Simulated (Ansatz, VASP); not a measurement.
# Two plane-wave programs on Sb

```
Sb
1.0
     3.29766    0.00000    0.00000
    -1.64883    2.85586    0.00000
     0.00000    0.00000    5.37743
Sb
2
Direct
  0.33333 0.66667 0.25000
  0.66667 0.33333 0.75000
```

Change from the starting cell: volume scaled by 0.95, PAW files.

Alike in both runs: task electric field gradients; functional r2SCAN; k mesh 13 × 13 × 7; occupations fermi-dirac, width 0.05 eV; no spin polarisation.

|  | VASP | Ansatz |
| --- | --- | --- |
| version | VASP 6.6.1 | Ansatz 0.2.0 |
| potentials or method | VASP PAW PBE potentials, release 64 (Sb) | PAW with Ansatz's default frozen-core files, scalar-relativistic |
| plane-wave cutoff (eV) | 520 | 500 |
| valence electrons in the cell | 10 | 30 |

|  | VASP | Ansatz | Ansatz less VASP |
| --- | --- | --- | --- |
| pressure (GPa) | 4.5 | 4.6 | +0.09 |
| traceless stress, the component that is largest in VASP (GPa) | -1.23 | -1.22 | +0.003 |
| size of Vzz on the site where it differs most (V/Å²) | 21.6 | 22.1 | +0.57 |

VASP's potentials were made for PBE, not for r2SCAN. VASP's potentials hold 10 valence electrons a cell and Ansatz's 30, so a difference there can come from the potentials and not from the codes.

Neither program's run includes spin-orbit coupling.
